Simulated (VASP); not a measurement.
A run of VASP 6.6.1 is set up as follows.

Contents of INCAR:

```
PREC = Accurate
ENCUT = 520
EDIFF = 1E-6
ISMEAR = 0
SIGMA = 0.02
LREAL = F
LASPH = T
NELM = 100
ALGO = Normal
ISIF = 2
LWAVE = F
LCHARG = T
GGA = PE
LELF = T
LVHAR = T
NBANDS = 26
```

File KPOINTS:

```
regular mesh
0
Gamma
  6 6 4
```

File POSCAR:

```
Al2InAs3
1.0
    4.1554142717      0.0000000000      0.0000000000
   -2.0777071358      3.5986943225      0.0000000000
    0.0000000000      0.0000000000     10.1899813151
Al In As
2 1 3
Direct
    0.3333333333      0.6666666667      0.6605446244
    0.6666666667      0.3333333333      0.3400864528
    0.0000000000      0.0000000000      0.9982880079
    0.0000000000      0.0000000000      0.7363600876
    0.3333333333      0.6666666667      0.4165437707
    0.6666666667      0.3333333333      0.0981770564
```

Potentials or basis: VASP PAW PBE potentials, release 64 (Al, In_d, As).

Run with:

```sh
$ cat potpaw_PBE.64/Al/POTCAR potpaw_PBE.64/In_d/POTCAR potpaw_PBE.64/As/POTCAR > POTCAR
$ mpirun -np 1 vasp_std > vasp.out
```

Question: Predict the pressure.

Answer: 0.1 GPa.

Question: What does it give for the band gap on the k mesh?

Answer: 0.65 eV.

Forces in eV/Å, atoms in the order of the input:
```
Al   0.000  0.000  0.001
Al   0.000  0.000  0.003
In   0.000  0.000 -0.001
As   0.000  0.000  0.002
As   0.000  0.000 -0.002
As   0.000  0.000 -0.003
```

Caveat: semilocal functionals underestimate gaps, and a narrow one can read as zero; spin-orbit coupling is left out, which moves the levels of the heavy elements.
